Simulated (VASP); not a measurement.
# KTaO3: single point with PBE

The system is KTaO3.

```
K Ta O
1.0
     3.85654    0.00000    0.00000
     0.00000    3.85654    0.00000
     0.00000    0.00000    3.85654
K Ta O
1 1 3
Cartesian
  0.0000 0.0000 0.0000
  1.9283 1.9283 1.9283
  1.9283 0.0000 1.9283
  1.9283 1.9283 0.0000
  0.0000 1.9283 1.9283
```

```json
{
 "Program": "VASP 6.6.1",
 "Task": "single point",
 "Functional": "PBE",
 "Potentials or basis": "VASP PAW PBE potentials, release 64 (K_sv, Ta_pv, O)",
 "Cutoff": "520 eV",
 "k mesh": "8 × 8 × 8",
 "Occupations": "gaussian, width 0.02 eV",
 "Spin": "no spin polarisation",
 "Dipole correction": "no",
 "Further INCAR settings": "ALGO = Normal; EDIFF = 1e-06; NBANDS = 27"
}
```

```json
{
 "Pressure": "33.1 GPa",
 "Band gap on the k mesh": "2.38 eV (least direct gap 2.93 eV)"
}
```

Levels at points of the mesh, in eV from the valence-band top:
```tsv
k point	band 17	band 18	band 19	band 20	band 21	band 22
(0.00, 0.00, 0.00)	-0.54	-0.54	-0.54	2.38	2.38	2.38
(0.50, 0.00, 0.00)	-1.79	-0.79	-0.79	2.60	5.72	5.72
(0.50, 0.50, 0.00)	-1.55	-1.40	-0.05	5.77	5.77	7.22
(0.50, 0.50, 0.50)	0.00	0.00	0.00	7.44	7.44	7.44
```

Run time: 64 s on 1 thread of Intel Xeon 8259CL, on a shared host, peak memory 0.2 GiB.

Caveat: the cell stands under pressure; spin-orbit coupling is left out, which moves the levels of the heavy elements. A k mesh can miss the band edges.
